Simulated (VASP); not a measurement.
# ZnS (P6_3mc) in VASP: a series of runs

Runs on ZnS. Level: PBE. Tasks: single point.

All numbers are computed with VASP 6.6.1; they aren't measurements. Logs are shortened: lines on timing, memory, paths and dates and some standing lists are left out, and cuts for length are marked.

## Step 1: The cell of the first run

It takes space group P6_3mc (No. 186, hexagonal). Conventional cell: a = 3.845 Å, b = 3.845 Å, c = 6.179 Å, α = 90.00°, β = 90.00°, γ = 120.00°. Within 3.1 Å of Zn (site symmetry 3m) lie 4 S at 2.31 to 2.35 Å. S (site symmetry 3m) has 4 Zn at 2.31 to 2.35 Å within 3.1 Å.

## Step 2: Single point, PBE (strain -0.0200 x Voigt [0, 0, 1, 0, 0, 0])

File INCAR:

```
PREC = Accurate
ENCUT = 520
EDIFF = 1E-7
ISMEAR = 0
SIGMA = 0.05
LREAL = F
LASPH = T
NELM = 80
ALGO = Normal
ISIF = 2
LWAVE = F
LCHARG = T
GGA = PE
LELF = T
LVHAR = T
NBANDS = 26
```

File KPOINTS:

```
Automatic mesh
0
Gamma
  12 12 4
```

File POSCAR:

```
ZnS
1.0
    3.8454929889      0.0000000000      0.0000000000
   -1.9227464944      3.3302946184      0.0000000000
    0.0000000000      0.0000000000      6.1792266386
Zn S
2 2
Direct
    0.3333333333      0.6666666667      0.0052197899
    0.6666666667      0.3333333333      0.5052197899
    0.3333333333      0.6666666667      0.3797802101
    0.6666666667      0.3333333333      0.8797802101
```

Potentials or basis: VASP PAW PBE potentials, release 64 (Zn, S).

Run with:

```bash
cat potpaw_PBE.64/Zn/POTCAR potpaw_PBE.64/S/POTCAR > POTCAR
mpirun -np 1 vasp_std > vasp.out
```

OUTCAR:

```text
PREC = Accurate
   ENCUT = 520
   EDIFF = 1E-7
   ISMEAR = 0
   LREAL = F
   LASPH = T
   NELM = 80
   ISIF = 2
   GGA = PE

 ion  position               nearest neighbor table
   1  0.333  0.667  0.005-   3 2.31   4 2.35   4 2.35   4 2.35
   2  0.667  0.333  0.505-   4 2.31   3 2.35   3 2.35   3 2.35
   3  0.333  0.667  0.380-   1 2.31   2 2.35   2 2.35   2 2.35
   4  0.667  0.333  0.880-   2 2.31   1 2.35   1 2.35   1 2.35

  LATTYP: Found a hexagonal cell.
 ALAT       =     3.8454929889
 C/A-ratio  =     1.6068750239

  Lattice vectors:

 A1 = (   3.8454929889,   0.0000000000,   0.0000000000)
 A2 = (  -1.9227464944,   3.3302946184,   0.0000000000)
 A3 = (   0.0000000000,   0.0000000000,   6.1792266386)

Analysis of symmetry for initial positions (statically):
=====================================================================
 Subroutine PRICEL returns:
 Original cell was already a primitive cell.

 Routine SETGRP: Setting up the symmetry group for a
 hexagonal supercell.

 Subroutine GETGRP returns: Found 12 space group operations
 (whereof  6 operations were pure point group operations)
 out of a pool of 24 trial point group operations.

The static configuration has the point symmetry C_3v.
 The point group associated with its full space group is C_6v.

Analysis of symmetry for dynamics (positions and initial velocities):
=====================================================================
 Subroutine PRICEL returns:
 Original cell was already a primitive cell.

 Routine SETGRP: Setting up the symmetry group for a
 hexagonal supercell.

 Subroutine GETGRP returns: Found 12 space group operations
 (whereof  6 operations were pure point group operations)
 out of a pool of 24 trial point group operations.

The dynamic configuration has the point symmetry C_3v.
 The point group associated with its full space group is C_6v.

 Subroutine INISYM returns: Found 12 space group operations
 (whereof  6 operations are pure point group operations),
 and found     1 'primitive' translations

----------------------------------------------------------------------------------------

                                     Primitive cell

  volume of cell :      79.1350

  direct lattice vectors                    reciprocal lattice vectors
     3.845492989  0.000000000  0.000000000     0.260044682  0.150136867  0.000000000
    -1.922746494  3.330294618  0.000000000     0.000000000  0.300273734  0.000000000
     0.000000000  0.000000000  6.179226639     0.000000000  0.000000000  0.161832549

  length of vectors
     3.845492989  3.845492989  6.179226639     0.300273734  0.300273734  0.161832549

  position of ions in fractional coordinates (direct lattice)
     0.333333333  0.666666667  0.005219790
     0.666666667  0.333333333  0.505219790
     0.333333333  0.666666667  0.379780210
     0.666666667  0.333333333  0.879780210

  ion indices of the primitive-cell ions
   primitive index   ion index
                 1           1
                 2           2
                 3           3
                 4           4

----------------------------------------------------------------------------------------

 KPOINTS: Automatic mesh

Automatic generation of k-mesh.
 Grid dimensions read from file:
 generate k-points for:   12   12    4

 Generating k-lattice:

  Cartesian coordinates                     Fractional coordinates (reciprocal lattice)
     0.021670390  0.012511406  0.000000000     0.083333333  0.000000000  0.000000000
     0.000000000  0.025022811  0.000000000     0.000000000  0.083333333  0.000000000
     0.000000000  0.000000000  0.040458137     0.000000000  0.000000000  0.250000000

  Length of vectors
     0.025022811  0.025022811  0.040458137

  Shift w.r.t. Gamma in fractional coordinates (k-lattice)
     0.000000000  0.000000000  0.000000000

 Subroutine IBZKPT returns following result:
 ===========================================

 Found     57 irreducible k-points:

 Following reciprocal coordinates:
            Coordinates               Weight
  0.000000  0.000000  0.000000      1.000000
  0.083333  0.000000  0.000000      6.000000
  0.166667  0.000000  0.000000      6.000000
  0.250000  0.000000  0.000000      6.000000
  0.333333  0.000000  0.000000      6.000000
  0.416667  0.000000  0.000000      6.000000
[... 16 lines left out ...]
  0.250000  0.000000  0.250000     12.000000
  0.333333  0.000000  0.250000     12.000000
 [... further k-points ...]
   k-points           NKPTS =     57   k-points in BZ     NKDIM =     57   number of bands    NBANDS=     26
   number of dos      NEDOS =    301   number of ions     NIONS =      4
   total plane-waves  NPLWV =  43200
   dimension x,y,z NGX =    30 NGY =   30 NGZ =   48
   dimension x,y,z NGXF=    60 NGYF=   60 NGZF=   96
   ions per type =               2   2
   NGX,Y,Z   is equivalent  to a cutoff of  12.97, 12.97, 12.91 a.u.
   NGXF,Y,Z  is equivalent  to a cutoff of  25.94, 25.94, 25.83 a.u.
 SYSTEM =  unknown system
   PREC   = accura    normal or accurate (medium, high low for compatibility)
   ISTART =      0    job   : 0-new  1-cont  2-samecut
   ICHARG =      2    charge: 1-file 2-atom 10-const
   ISPIN  =      1    spin polarized calculation?
   LNONCOLLINEAR =      F non collinear calculations
   LSORBIT =      F    spin-orbit coupling
   LASPH  =      T    aspherical Exc in radial PAW
   ENCUT  =  520.0 eV  38.22 Ry    6.18 a.u.   7.15  7.15 11.49*2*pi/ulx,y,z
   NELM   =     80;   NELMIN=  2; NELMDL= -5     # of ELM steps
   EDIFF  = 0.1E-06   stopping-criterion for ELM
   LREAL  =      F    real-space projection
   EDIFFG = 0.1E-05   stopping-criterion for IOM
   NSW    =      0    number of steps for IOM
   IBRION =     -1    ionic relax: 0-MD 1-quasi-New 2-CG
   NFREE  =      0    steps in history (QN), initial steepest desc. (CG)
   ISIF   =      2    stress and relaxation
   ISYM   =      2    0-nonsym 1-usesym 2-fastsym
   POTIM  = 0.5000    time-step for ionic-motion
   TEBEG  =    0.0;   TEEND  =   0.0 temperature during run
   PSTRESS=    0.0 pullay stress
   NELECT =      36.0000    total number of electrons
   NUPDOWN=      -1.0000    fix difference up-down
   EMIN   =  10.00;   EMAX   =-10.00  energy-range for DOS
   EFERMI =   0.00;   METHOD = LEGACY
   ISMEAR =     0;   SIGMA  =   0.05  broadening in eV -4-tet -1-fermi 0-gaus
   EFERMI_NEDOS =   21; number of points for ismear=-14 and -15
   IALGO  =     38    algorithm
   IMIX   =      4    mixing-type and parameters
     AMIX     =   0.40;   BMIX     =  1.00
     AMIX_MAG =   1.60;   BMIX_MAG =  1.00
  volume/ion in A,a.u.               =      19.78       133.51
  Fermi-wavevector in a.u.,A,eV,Ry     =   1.259078  2.379313 21.569018  1.585278
  Thomas-Fermi vector in A             =   2.392656
   LORBIT       =      0    0 simple, 1 ext, 2 COOP (PROOUT), +10 PAW based schemes
   GGA     = PE    functional components
   LHFCALC =     F    Hartree Fock is set to
   AEXX    =    0.0000 exact exchange contribution
   IVDW    =     0    specifies the selected vdW correction
   LEPSILON=     F    determine dielectric tensor
   LRPA    =     F    only Hartree local field effects (RPA)
 non-spin polarized calculation
 Gauss-broadening in eV      SIGMA  =   0.05
  energy-cutoff  :      520.00
  volume of cell :       79.14
 maximum number of plane-waves:      2148
 NGX is ok and might be reduce to    30
   NGX = 15   NGY = 15   NGZ = 23

 number of electron      36.0000050 magnetization

 Free energy of the ion-electron system (eV)
  ---------------------------------------------------
  ext. energy  EPLUGINS =         0.00000000
  ---------------------------------------------------
  free energy    TOTEN  =       -13.67500300 eV

  energy without entropy =      -13.67500300  energy(sigma->0) =      -13.67500300

 E-fermi :   2.3209     XC(G=0):  -9.6088

 val. band max:        2.0758809106   @ k =   0.0000   0.0000   0.0000
 cond. band min:       4.2854271046   @ k =   0.0000   0.0000   0.0000
 fundamental gap:      2.2095461940
 Fermi energy:         2.3208848760

 k-point     1 :       0.0000    0.0000    0.0000
  band No.  band energies     occupation
      1     -11.0492      2.00000
      2     -10.0769      2.00000
      3      -4.2432      2.00000
      4      -4.2143      2.00000
      5      -4.2143      2.00000
      6      -4.1271      2.00000
[... 18 lines left out ...]
     25       9.7635      0.00000
     26      11.4693      0.00000

 k-point     2 :       0.0833    0.0000    0.0000
  band No.  band energies     occupation
      1     -11.0035      2.00000
      2     -10.0528      2.00000
      3      -4.2370      2.00000
      4      -4.2142      2.00000
      5      -4.2053      2.00000
      6      -4.1225      2.00000
[... 18 lines left out ...]
     25       9.9735      0.00000
     26      11.1322      0.00000

 k-point     3 :       0.1667    0.0000    0.0000
  band No.  band energies     occupation
      1     -10.8724      2.00000
      2      -9.9882      2.00000
      3      -4.2317      2.00000
      4      -4.2010      2.00000
      5      -4.1822      2.00000
      6      -4.1049      2.00000
[... 18 lines left out ...]
     25      10.4045      0.00000
     26      10.5546      0.00000

 k-point     4 :       0.2500    0.0000    0.0000
  band No.  band energies     occupation
      1     -10.6754      2.00000
      2      -9.9050      2.00000
      3      -4.2299      2.00000
      4      -4.1731      2.00000
      5      -4.1549      2.00000
      6      -4.0638      2.00000
[... 18 lines left out ...]
     25      10.5700      0.00000
     26      11.0831      0.00000

 k-point     5 :       0.3333    0.0000    0.0000
  band No.  band energies     occupation
      1     -10.4473      2.00000
      2      -9.8361      2.00000
      3      -4.2211      2.00000
      4      -4.1347      2.00000
      5      -4.1335      2.00000
      6      -3.9913      2.00000
[... 18 lines left out ...]
     25      10.9016      0.00000
     26      11.7212      0.00000

 k-point     6 :       0.4167    0.0000    0.0000
  band No.  band energies     occupation
      1     -10.2435      2.00000
      2      -9.8105      2.00000
      3      -4.2135      2.00000
      4      -4.1219      2.00000
      5      -4.0686      2.00000
      6      -3.9297      2.00000
[... 427 lines left out ...]
 k-point    21 :       0.0833    0.0000    0.2500
  band No.  band energies     occupation
      1     -10.8825      2.00000
      2     -10.2139      2.00000
      3      -4.2511      2.00000
      4      -4.2019      2.00000
      5      -4.1963      2.00000
      6      -4.1424      2.00000
[... 18 lines left out ...]
     25       9.5952      0.00000
     26      10.6345      0.00000

 k-point    22 :       0.1667    0.0000    0.2500
  band No.  band energies     occupation
      1     -10.7578      2.00000
      2     -10.1350      2.00000
      3      -4.2501      2.00000
      4      -4.1899      2.00000
      5      -4.1706      2.00000
      6      -4.1271      2.00000
[... 18 lines left out ...]
     25      10.1559      0.00000
     26      10.5723      0.00000

 k-point    23 :       0.2500    0.0000    0.2500
  band No.  band energies     occupation
      1     -10.5722      2.00000
      2     -10.0282      2.00000
      3      -4.2478      2.00000
      4      -4.1773      2.00000
      5      -4.1387      2.00000
      6      -4.0822      2.00000
[... 18 lines left out ...]
     25      10.6110      0.00000
     26      10.9514      0.00000

 k-point    24 :       0.3333    0.0000    0.2500
  band No.  band energies     occupation
      1     -10.3610      2.00000
      2      -9.9281      2.00000
      3      -4.2402      2.00000
      4      -4.1586      2.00000
      5      -4.1116      2.00000
      6      -4.0061      2.00000
[... 18 lines left out ...]
     25      10.9052      0.00000
     26      11.8173      0.00000

 [... further k-points ...]
[... 5 lines left out ...]
  --------------------------------------------------------------------------------------
  -------------------------------------------------------------------------------------
  Total        0.3385212      0.3385212      1.8044961      0.0000000     -0.0000000     -0.0000000
  in kB        6.8537401      6.8537401     36.5340422      0.0000000     -0.0000000     -0.0000000
  external PRESSURE =      16.7471742 kB  Pullay stress =       0.0000000 kB

 VOLUME and BASIS-vectors are now :
 -----------------------------------------------------------------------------
  energy-cutoff  :      520.00
  volume of cell :       79.14
      direct lattice vectors                 reciprocal lattice vectors
     3.845492989  0.000000000  0.000000000     0.260044682  0.150136867  0.000000000
    -1.922746494  3.330294618  0.000000000     0.000000000  0.300273734  0.000000000
     0.000000000  0.000000000  6.179226639     0.000000000  0.000000000  0.161832549

 POSITION                                       TOTAL-FORCE (eV/Angst)
 -----------------------------------------------------------------------------------
     -0.00000      2.22020      0.03225         0.000000     -0.000000     -0.137454
      1.92275      1.11010      3.12187        -0.000000      0.000000     -0.137454
     -0.00000      2.22020      2.34675        -0.000000      0.000000      0.137454
      1.92275      1.11010      5.43636         0.000000     -0.000000      0.137454
 -----------------------------------------------------------------------------------
    total drift:                               -0.000000     -0.000000     -0.000633

  FREE ENERGIE OF THE ION-ELECTRON SYSTEM (eV)
  ---------------------------------------------------
  free  energy   TOTEN  =       -13.6750029994 eV

  energy  without entropy=      -13.6750029994  energy(sigma->0) =      -13.67500300
```

Run time: 2.2 min. Hardware: 1 thread of AMD EPYC 7R43 (Zen 3), shared host; peak memory 0.22 GiB.

What came out:

* Free energy: -13.6750 eV
* Pressure: 1.7 GPa
* Largest force: 0.137 eV/Å
* Band gap on the k mesh: 2.21 eV, direct

Forces in eV/Å, atoms in the order of the input:
```
Zn   0.000  0.000 -0.137
Zn   0.000  0.000 -0.137
S    0.000  0.000  0.137
S    0.000  0.000  0.137
```

Stress tensor (GPa, compression positive):
```
0.69 0.00 0.00
0.00 0.69 0.00
0.00 0.00 3.65
```

Caveat: the cell differs from its parent crystal (strain -0.0200 x Voigt [0, 0, 1, 0, 0, 0]).

(Continued in part 2 of 2.)
